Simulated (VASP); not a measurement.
# Ag in VASP: further runs

The runs below take Ag through single point, relaxation of cell and atoms, with r2SCAN+rVV10, revPBE+D3(BJ), BLYP+D4, PBE, BLYP.

Program: VASP 6.6.1. These are calculated values, not measurements. Logs are shortened: lines on timing, memory, paths and dates and some standing lists are left out, and cuts for length are marked.

**1. The cell of the first run**

It takes space group Fm-3m (No. 225, cubic). The conventional cell has a = 4.073 Å, b = 4.073 Å, c = 4.073 Å, α = 90.00°, β = 90.00°, γ = 90.00°. Ag (site symmetry m-3m) has 12 Ag at 2.88 Å within 3.8 Å.

**2. Single point, r2SCAN+rVV10**

Input file POSCAR:

```
Ag
1.0
    0.0000000000      2.0364364823      2.0364364823
    2.0364364823      0.0000000000      2.0364364823
    2.0364364823      2.0364364823      0.0000000000
Ag
1
Direct
    0.0000000000      0.0000000000      0.0000000000
```

Input file INCAR.step1:

```
  PREC = Accurate
  ENCUT = 520
  ISMEAR = -1
  SIGMA = 0.05
  LREAL = F
  LASPH = T
  NELM = 80
  NBANDS = 12
  GGA = PE
  ALGO = Normal
  EDIFF = 1E-4
  LWAVE = T
  LCHARG = F
```

Input file INCAR.step2:

```
  PREC = Accurate
  ENCUT = 520
  EDIFF = 1E-7
  ISMEAR = -1
  SIGMA = 0.05
  LREAL = F
  LASPH = T
  NELM = 80
  ALGO = Normal
  ISIF = 2
  LWAVE = F
  LCHARG = F
  METAGGA = R2SCAN
  LMIXTAU = T
  LUSE_VDW = T
  IVDW_NL = 2
  BPARAM = 11.95
  CPARAM = 0.0093
  NBANDS = 12
  ISTART = 1
```

Input file KPOINTS:

```
regular mesh
0
Gamma
  11 11 11
```

Potentials or basis: VASP PAW PBE potentials, release 64 (Ag).

Run with:

```
> cat potpaw_PBE.64/Ag/POTCAR > POTCAR
> cp INCAR.step1 INCAR
> mpirun -np 1 vasp_std > vasp.out
> cp INCAR.step2 INCAR
> mpirun -np 1 vasp_std > vasp.out
```

OUTCAR:

```text
PREC = Accurate
   ENCUT = 520
   EDIFF = 1E-7
   ISMEAR = -1
   LREAL = F
   LASPH = T
   NELM = 80
   ISIF = 2
   METAGGA = R2SCAN
   IVDW_NL = 2
   BPARAM = 11.95
   ISTART = 1

 ion  position               nearest neighbor table
   1  0.000  0.000  0.000-

  LATTYP: Found a face centered cubic cell.
 ALAT       =     4.0728729646

  Lattice vectors:

 A1 = (   0.0000000000,   2.0364364823,   2.0364364823)
 A2 = (   2.0364364823,   0.0000000000,   2.0364364823)
 A3 = (   2.0364364823,   2.0364364823,   0.0000000000)

Analysis of symmetry for initial positions (statically):
=====================================================================
 Subroutine PRICEL returns:
 Original cell was already a primitive cell.

 Routine SETGRP: Setting up the symmetry group for a
 face centered cubic supercell.

 Subroutine GETGRP returns: Found 48 space group operations
 (whereof 48 operations were pure point group operations)
 out of a pool of 48 trial point group operations.

The static configuration has the point symmetry O_h .

Analysis of symmetry for dynamics (positions and initial velocities):
=====================================================================
 Subroutine PRICEL returns:
 Original cell was already a primitive cell.

 Routine SETGRP: Setting up the symmetry group for a
 face centered cubic supercell.

 Subroutine GETGRP returns: Found 48 space group operations
 (whereof 48 operations were pure point group operations)
 out of a pool of 48 trial point group operations.

The dynamic configuration has the point symmetry O_h .

 Subroutine INISYM returns: Found 48 space group operations
 (whereof 48 operations are pure point group operations),
 and found     1 'primitive' translations

----------------------------------------------------------------------------------------

                                     Primitive cell

  volume of cell :      16.8905

  direct lattice vectors                    reciprocal lattice vectors
     0.000000000  2.036436482  2.036436482    -0.245526931  0.245526931  0.245526931
     2.036436482  0.000000000  2.036436482     0.245526931 -0.245526931  0.245526931
     2.036436482  2.036436482  0.000000000     0.245526931  0.245526931 -0.245526931

  length of vectors
     2.879956092  2.879956092  2.879956092     0.425265119  0.425265119  0.425265119

  position of ions in fractional coordinates (direct lattice)
     0.000000000  0.000000000  0.000000000

  ion indices of the primitive-cell ions
   primitive index   ion index
                 1           1

----------------------------------------------------------------------------------------

 KPOINTS: regular mesh

Automatic generation of k-mesh.
 Grid dimensions read from file:
 generate k-points for:   11   11   11

 Generating k-lattice:

  Cartesian coordinates                     Fractional coordinates (reciprocal lattice)
    -0.022320630  0.022320630  0.022320630     0.090909091  0.000000000  0.000000000
     0.022320630 -0.022320630  0.022320630     0.000000000  0.090909091  0.000000000
     0.022320630  0.022320630 -0.022320630     0.000000000  0.000000000  0.090909091

  Length of vectors
     0.038660465  0.038660465  0.038660465

  Shift w.r.t. Gamma in fractional coordinates (k-lattice)
     0.000000000  0.000000000  0.000000000

 Subroutine IBZKPT returns following result:
 ===========================================

 Found     56 irreducible k-points:

 Following reciprocal coordinates:
            Coordinates               Weight
  0.000000  0.000000  0.000000      1.000000
  0.090909  0.000000  0.000000      8.000000
  0.181818  0.000000  0.000000      8.000000
  0.272727  0.000000  0.000000      8.000000
  0.363636  0.000000  0.000000      8.000000
  0.454545  0.000000  0.000000      8.000000
[... 16 lines left out ...]
 -0.272727  0.181818  0.000000     24.000000
 -0.181818  0.181818  0.000000     12.000000
 [... further k-points ...]
   k-points           NKPTS =     56   k-points in BZ     NKDIM =     56   number of bands    NBANDS=     12
   number of dos      NEDOS =    301   number of ions     NIONS =      1
   total plane-waves  NPLWV =  13824
   dimension x,y,z NGX =    24 NGY =   24 NGZ =   24
   dimension x,y,z NGXF=    48 NGYF=   48 NGZF=   48
   ions per type =               1
   NGX,Y,Z   is equivalent  to a cutoff of  13.85, 13.85, 13.85 a.u.
   NGXF,Y,Z  is equivalent  to a cutoff of  27.71, 27.71, 27.71 a.u.
 SYSTEM =  unknown system
   PREC   = accura    normal or accurate (medium, high low for compatibility)
   ISTART =      1    job   : 0-new  1-cont  2-samecut
   ICHARG =      0    charge: 1-file 2-atom 10-const
   ISPIN  =      1    spin polarized calculation?
   LNONCOLLINEAR =      F non collinear calculations
   LSORBIT =      F    spin-orbit coupling
   LASPH  =      T    aspherical Exc in radial PAW
   ENCUT  =  520.0 eV  38.22 Ry    6.18 a.u.   5.35  5.35  5.35*2*pi/ulx,y,z
   NELM   =     80;   NELMIN=  2; NELMDL=  0     # of ELM steps
   EDIFF  = 0.1E-06   stopping-criterion for ELM
   LREAL  =      F    real-space projection
   EDIFFG = 0.1E-05   stopping-criterion for IOM
   NSW    =      0    number of steps for IOM
   IBRION =     -1    ionic relax: 0-MD 1-quasi-New 2-CG
   NFREE  =      0    steps in history (QN), initial steepest desc. (CG)
   ISIF   =      2    stress and relaxation
   ISYM   =      2    0-nonsym 1-usesym 2-fastsym
   POTIM  = 0.5000    time-step for ionic-motion
   TEBEG  =    0.0;   TEEND  =   0.0 temperature during run
   PSTRESS=    0.0 pullay stress
   NELECT =      11.0000    total number of electrons
   NUPDOWN=      -1.0000    fix difference up-down
   EMIN   =  10.00;   EMAX   =-10.00  energy-range for DOS
   EFERMI =   0.00;   METHOD = LEGACY
   ISMEAR =    -1;   SIGMA  =   0.05  broadening in eV -4-tet -1-fermi 0-gaus
   EFERMI_NEDOS =   21; number of points for ismear=-14 and -15
   IALGO  =     38    algorithm
   IMIX   =      4    mixing-type and parameters
     AMIX     =   0.40;   BMIX     =  1.00
     AMIX_MAG =   1.60;   BMIX_MAG =  1.00
  volume/ion in A,a.u.               =      16.89       113.98
  Fermi-wavevector in a.u.,A,eV,Ry     =   1.419030  2.681578 27.397312  2.013646
  Thomas-Fermi vector in A             =   2.540093
   LORBIT       =      0    0 simple, 1 ext, 2 COOP (PROOUT), +10 PAW based schemes
   METAGGA = R2SCAN    functional components
   LHFCALC =     F    Hartree Fock is set to
   AEXX    =    0.0000 exact exchange contribution
   IVDW_NL    =     2    kernel type
   BPARAM     =11.9500
   IVDW    =     0    specifies the selected vdW correction
   LEPSILON=     F    determine dielectric tensor
   LRPA    =     F    only Hartree local field effects (RPA)
 non-spin polarized calculation
  energy-cutoff  :      520.00
  volume of cell :       16.89
 maximum number of plane-waves:       470
 NGX is ok and might be reduce to    24
   NGX = 11   NGY = 11   NGZ = 11

 number of electron      10.9999999 magnetization

 Free energy of the ion-electron system (eV)
  ---------------------------------------------------
  ext. energy  EPLUGINS =         0.00000000
  ---------------------------------------------------
  free energy    TOTEN  =       -21.03841074 eV

  energy without entropy =      -21.03548645  energy(sigma->0) =      -21.03694860

 E-fermi :   8.8000     XC(G=0): -13.0777

 val. band max:        8.7657296186   @ k =  -0.4545   0.0909   0.0000
 cond. band min:       8.8582421822   @ k =   0.4545   0.3636   0.0000
 fundamental gap:      0.0925125636
 Fermi energy:         8.7999826443

 k-point     1 :       0.0000    0.0000    0.0000
  band No.  band energies     occupation
      1       0.4817      2.00000
      2       3.3684      2.00000
      3       3.3684      2.00000
      4       3.3684      2.00000
      5       4.4330      2.00000
      6       4.4330      2.00000
      7      25.1916      0.00000
      8      28.9887      0.00000
      9      28.9887      0.00000
     10      28.9887      0.00000
     11      33.9643      0.00000
     12      35.0823      0.00000

 k-point     2 :       0.0909    0.0000    0.0000
  band No.  band energies     occupation
      1       0.7472      2.00000
      2       3.3120      2.00000
      3       3.4395      2.00000
      4       3.4395      2.00000
      5       4.4081      2.00000
      6       4.4081      2.00000
      7      25.1480      0.00000
      8      27.1182      0.00000
      9      29.0875      0.00000
     10      29.0875      0.00000
     11      33.5731      0.00000
     12      34.7680      0.00000

 k-point     3 :       0.1818    0.0000    0.0000
  band No.  band energies     occupation
      1       1.4245      2.00000
      2       3.2927      2.00000
      3       3.5661      2.00000
      4       3.5661      2.00000
      5       4.4191      2.00000
      6       4.4191      2.00000
      7      22.8555      0.00000
      8      26.1118      0.00000
      9      29.2135      0.00000
     10      29.2135      0.00000
     11      32.3441      0.00000
     12      33.6897      0.00000
[... 286 lines left out ...]
 k-point    23 :      -0.2727    0.1818    0.0000
  band No.  band energies     occupation
      1       2.5308      2.00000
      2       3.1887      2.00000
      3       3.6820      2.00000
      4       3.8662      2.00000
      5       4.4598      2.00000
      6       7.0545      2.00000
      7      17.5768      0.00000
      8      20.8717      0.00000
      9      26.6311      0.00000
     10      28.2387      0.00000
     11      31.6241      0.00000
     12      34.2975      0.00000

 k-point    24 :      -0.1818    0.1818    0.0000
  band No.  band energies     occupation
      1       2.5319      2.00000
      2       2.9536      2.00000
      3       3.6056      2.00000
      4       4.0064      2.00000
      5       4.0295      2.00000
      6       5.6825      2.00000
      7      21.0029      0.00000
      8      21.3702      0.00000
      9      27.9754      0.00000
     10      29.8227      0.00000
     11      30.5459      0.00000
     12      34.2416      0.00000

 [... further k-points ...]
[... 5 lines left out ...]
  --------------------------------------------------------------------------------------
  -------------------------------------------------------------------------------------
  Total        0.0515561      0.0515561      0.0515561      0.0000000      0.0000000     -0.0000000
  in kB        4.8904424      4.8904424      4.8904424      0.0000000      0.0000000     -0.0000000
  external PRESSURE =       4.8904424 kB  Pullay stress =       0.0000000 kB

 VOLUME and BASIS-vectors are now :
 -----------------------------------------------------------------------------
  energy-cutoff  :      520.00
  volume of cell :       16.89
      direct lattice vectors                 reciprocal lattice vectors
     0.000000000  2.036436482  2.036436482    -0.245526931  0.245526931  0.245526931
     2.036436482  0.000000000  2.036436482     0.245526931 -0.245526931  0.245526931
     2.036436482  2.036436482  0.000000000     0.245526931  0.245526931 -0.245526931

 POSITION                                       TOTAL-FORCE (eV/Angst)
 -----------------------------------------------------------------------------------
      0.00000      0.00000      0.00000         0.000000      0.000000      0.000000
 -----------------------------------------------------------------------------------
    total drift:                               -0.000000      0.000000      0.000000

  FREE ENERGIE OF THE ION-ELECTRON SYSTEM (eV)
  ---------------------------------------------------
  free  energy   TOTEN  =       -21.0384107431 eV

  energy  without entropy=      -21.0354864495  energy(sigma->0) =      -21.03694860
```

Wall time 2 min (1 thread of Intel Xeon 8259CL, shared host); peak memory 0.22 GiB.

What came out:

| Property | Result |
| --- | --- |
| Free energy | -21.0384 eV |
| Pressure | 0.5 GPa |

Levels at points of the mesh, in eV from the Fermi level:
| k point | band 4 | band 5 | band 6 | band 7 | band 8 | band 9 |
| --- | --- | --- | --- | --- | --- | --- |
| (0.00, 0.00, 0.00) | -5.43 | -4.37 | -4.37 | 16.39 | 20.19 | 20.19 |

Caveat: the PAW data sets were made with another functional, which shifts forces and pressure a little.

**3. Relaxation of cell and atoms, revPBE+D3(BJ)**

This run uses another cell than the first one, of 17.05 Å³/atom, 1.009 times its volume.

Input file INCAR:

```
SYSTEM = Ag
  ALGO = Normal
  EDIFF = 1E-6
  EDIFFG = -0.01
  ENCUT = 600
  GGA = RE
  IBRION = 2
  ISIF = 3
  ISMEAR = -1
  IVDW = 12
  LASPH = .True.
  LCHARG = .False.
  LREAL = .False.
  LWAVE = .False.
  NELM = 80
  NSW = 60
  PREC = Accurate
  SIGMA = 0.05
```

Input file KPOINTS:

```
k-points
0
Gamma
  11 11 11
  0 0 0
```

Input file POSCAR:

```
Ag
1.0
    0.0000000000      2.0427500000      2.0427500000
    2.0427500000      0.0000000000      2.0427500000
    2.0427500000      2.0427500000      0.0000000000
Ag
1
Direct
    0.0000000000      0.0000000000      0.0000000000
```

Potentials or basis: VASP PAW PBE potentials, release 64 (Ag).

Run with:

```
> cat potpaw_PBE.64/Ag/POTCAR > POTCAR
> mpirun -np 1 vasp_std > vasp.out
```

OUTCAR:

```text
SYSTEM = Ag
   EDIFF = 1E-6
   EDIFFG = -0.01
   ENCUT = 600
   GGA = RE
   IBRION = 2
   ISIF = 3
   ISMEAR = -1
   IVDW = 12
   LASPH = .True.
   LREAL = .False.
   NELM = 80
   NSW = 60
   PREC = Accurate
 IVDW          = 12

 ion  position               nearest neighbor table
   1  0.000  0.000  0.000-

  LATTYP: Found a face centered cubic cell.
 ALAT       =     4.0855000000

  Lattice vectors:

 A1 = (   0.0000000000,   2.0427500000,   2.0427500000)
 A2 = (   2.0427500000,   0.0000000000,   2.0427500000)
 A3 = (   2.0427500000,   2.0427500000,   0.0000000000)

Analysis of symmetry for initial positions (statically):
=====================================================================
 Subroutine PRICEL returns:
 Original cell was already a primitive cell.

 Routine SETGRP: Setting up the symmetry group for a
 face centered cubic supercell.

 Subroutine GETGRP returns: Found 48 space group operations
 (whereof 48 operations were pure point group operations)
 out of a pool of 48 trial point group operations.

The static configuration has the point symmetry O_h .

Analysis of symmetry for dynamics (positions and initial velocities):
[... 147 lines left out ...]
--------------------------------------- Ionic step        1  -------------------------------------------

 number of electron      10.9999999 magnetization

 Free energy of the ion-electron system (eV)
  ---------------------------------------------------
  ext. energy  EPLUGINS =         0.00000000
  ---------------------------------------------------
  free energy    TOTEN  =        -2.27005475 eV

  energy without entropy =       -2.26724194  energy(sigma->0) =       -2.26864834

------------------------ aborting loop because EDIFF is reached ----------------------------------------

 Edisp (eV)   -1.12645

 E8    (eV) :    -0.7897
[... 69 lines left out ...]
--------------------------------------- Ionic step        3  -------------------------------------------

 number of electron      11.0000001 magnetization

 Free energy of the ion-electron system (eV)
  ---------------------------------------------------
  ext. energy  EPLUGINS =         0.00000000
  ---------------------------------------------------
  free energy    TOTEN  =        -2.23529297 eV

  energy without entropy =       -2.23313486  energy(sigma->0) =       -2.23421391

 E-fermi :   9.2700     XC(G=0): -12.3322

 val. band max:        9.2033907496   @ k =  -0.4545   0.0909   0.0000
 cond. band min:       9.3391517212   @ k =   0.4545   0.3636   0.0000
 fundamental gap:      0.1357609716
 Fermi energy:         9.2700126685

 k-point     1 :       0.0000    0.0000    0.0000
  band No.  band energies     occupation
      1       1.0218      2.00000
      2       4.0712      2.00000
      3       4.0712      2.00000
      4       4.0712      2.00000
      5       5.1667      2.00000
      6       5.1667      2.00000
      7      25.1160      0.00000
      8      28.9329      0.00000
      9      28.9329      0.00000
[... 265 lines left out ...]
 k-point    24 :      -0.1818    0.1818    0.0000
  band No.  band energies     occupation
      1       3.1052      2.00000
      2       3.6428      2.00000
      3       4.2919      2.00000
      4       4.7193      2.00000
      5       4.7505      2.00000
      6       6.3670      2.00000
      7      21.2475      0.00000
      8      21.6805      0.00000
      9      27.9300      0.00000

 [... further k-points ...]

------------------------ aborting loop because EDIFF is reached ----------------------------------------

 Edisp (eV)   -1.16844

 E8    (eV) :    -0.8193
[... 24 lines left out ...]
  FREE ENERGIE OF THE ION-ELECTRON SYSTEM (eV)
  ---------------------------------------------------
  free  energy   TOTEN  =        -3.4037357885 eV

  energy  without entropy=       -3.4015776765  energy(sigma->0) =       -3.40265673

 reached required accuracy - stopping structural energy minimisation
```

OSZICAR:

```text
N       E                     dE             d eps       ncg     rms          rms(c)
DAV:   1     0.522827707412E+02    0.52283E+02   -0.61737E+03  1016   0.124E+03
DAV:   2    -0.206163977038E+01   -0.54344E+02   -0.51888E+02  1036   0.228E+02
DAV:   3    -0.248855397036E+01   -0.42691E+00   -0.42676E+00  1177   0.248E+01
[... 21 lines left out ...]
DAV:   3    -0.223578455440E+01    0.22631E-02   -0.63420E-03  1018   0.808E-01    0.426E-01
DAV:   4    -0.223528899518E+01    0.49556E-03   -0.67261E-04  1058   0.270E-01    0.169E-02
DAV:   5    -0.223529155651E+01   -0.25613E-05   -0.20289E-05  1052   0.419E-02    0.850E-03
DAV:   6    -0.223529297024E+01   -0.14137E-05   -0.15553E-06  1069   0.168E-02    0.580E-04
DAV:   7    -0.223529296999E+01    0.25284E-09   -0.50833E-09   507   0.867E-04
   3 F= -.34037358E+01 E0= -.34026567E+01  d E =-.723518E-02
```

CONTCAR:

```text
Ag
   1.00000000000000
    -0.0000000000000000    2.0188769987229964    2.0188769987229964
     2.0188769987229964    0.0000000000000000    2.0188769987229964
     2.0188769987229964    2.0188769987229964   -0.0000000000000000
  Ag
     1
Direct
     0.0000000000000000    0.0000000000000000    0.0000000000000000

  0.00000000E+00  0.00000000E+00  0.00000000E+00
```

Run time: 32 s. Hardware: 1 thread of Intel Xeon 8259CL, shared host; peak memory 0.16 GiB.

Results:

```
Free energy                            : -3.4037 eV
Relaxed volume                         : 16.46 Å³/atom
Relaxed cell                           : a = 2.855 Å, b = 2.855 Å, c = 2.855 Å, α = 60.00°, β = 60.00°, γ = 60.00°
Space group after relaxing (to 0.05 Å) : Fm-3m (No. 225)
Energy gained by relaxing              : 7.2 meV/atom
Ionic steps                            : 3
Pressure after relaxing                : 0.0 GPa
Dispersion energy per atom             : -1.168 eV
```

The path:
```tsv
step	energy change (eV)	largest force (eV/Å)	pressure (GPa)	volume (Å³)
1	0.0000	0.0000	-3.75	17.05
2	-0.0039	0.0000	2.96	16.08
3	-0.0072	0.0000	0.00	16.46
```

Final structure:
```yaml
crystal:
  lattice:
    - [0.00000, 2.01888, 2.01888]
    - [2.01888, 0.00000, 2.01888]
    - [2.01888, 2.01888, 0.00000]
  atoms:
    - { symbol: Ag, position: [0.00000, 0.00000, 0.00000] }
```

Caveat: the PAW data sets were made with another functional, which shifts forces and pressure a little; pairwise dispersion overbinds metals, which lowers pressure and volume.

(Part 1 of 2 ends here.)
